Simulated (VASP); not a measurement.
Wanted: the native input for a VASP 6.6.1 run.

```yaml
Task: single point
Functional: LDA
Potentials_or_basis: VASP PAW LDA potentials, release 64 (Be, Te)
Cutoff: 600 eV
k_mesh: 8 × 8 × 8
Occupations: gaussian, width 0.02 eV
Spin: no spin polarisation
Dipole_correction: no
Further_INCAR_settings: ALGO = Normal; EDIFF = 1e-06; NBANDS = 11
```

The structure of BeTe (f.blda) lies in POSCAR:

```
BeTe
1.0
    0.0000000000      2.7774118207      2.7774118207
    2.7774118207      0.0000000000      2.7774118207
    2.7774118207      2.7774118207      0.0000000000
Be Te
1 1
Direct
    0.0000000000      0.0000000000      0.0000000000
    0.2500000000      0.2500000000      0.2500000000
```

The input as run:

INCAR

```
PREC = Accurate
ENCUT = 600
EDIFF = 1E-6
ISMEAR = 0
SIGMA = 0.02
LREAL = F
LASPH = T
NELM = 120
ALGO = Normal
ISIF = 2
LWAVE = F
LCHARG = F
GGA = CA
NBANDS = 11
GGA_COMPAT = F
```

KPOINTS

```
regular mesh
0
Gamma
  8 8 8
```

Potentials or basis: VASP PAW LDA potentials, release 64 (Be, Te).

Command:

```sh
$ cat potpaw_LDA.64/Be/POTCAR potpaw_LDA.64/Te/POTCAR > POTCAR
$ mpirun -np 1 vasp_std > vasp.out
```

Results of the run:

The pressure is 0.3 GPa and the band gap on the k mesh is 1.77 eV, indirect (least direct gap 3.55 eV).

Caveat: spin-orbit coupling is left out, which moves the levels of the heavy elements.

It took 9.9 s on 1 thread of Intel(R) Xeon(R) Platinum 8488C (Sapphire Rapids), on a shared host, peak memory 0.16 GiB.
